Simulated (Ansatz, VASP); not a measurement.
## TaN in VASP and in Ansatz

```
Ta N
1.0
     3.07020    0.00000    0.00000
    -1.53510    2.65887    0.00000
     0.00000    0.00000    4.97272
Ta N
2 2
Direct
  0.33333 0.66667 0.00000
  0.66667 0.33333 0.50000
  0.33333 0.66667 0.38500
  0.66667 0.33333 0.88500
```

Change from the starting cell: volume scaled by 1.02.

Alike in both runs: task single point; functional LDA; k mesh 9 × 9 × 5; occupations fermi-dirac, width 0.03 eV; no spin polarisation.

|  | VASP | Ansatz |
| --- | --- | --- |
| version | VASP 6.6.1 | Ansatz 0.2.0 |
| potentials or method | VASP PAW LDA potentials, release 64 (Ta_pv, N), cutoff 520 eV | all-electron LAPW, scalar-relativistic |

VASP gave:

* pressure (GPa): 108.7
* traceless stress, the component that is largest in VASP (GPa): -15.52
* rms of the force components (eV/Å): 1.262

**Question.** Estimate Ansatz's values.

**Answer.** Pressure (GPa): 102.8; traceless stress, the component that is largest in VASP (GPa): -14.82; rms of the force components (eV/Å): 1.247.

LDA's correlation is that of Perdew and Zunger in VASP and of Perdew and Wang (1992) in Ansatz. Atom by atom the forces differ by 0.015 eV/Å (rms over components). Both programs put the cell under a high pressure, so it lies far from rest at this level. Ansatz ran all-electron here, and VASP with PAW potentials.

Neither program's run includes spin-orbit coupling. Noted on VASP's run: the cell as given lies far from equilibrium.
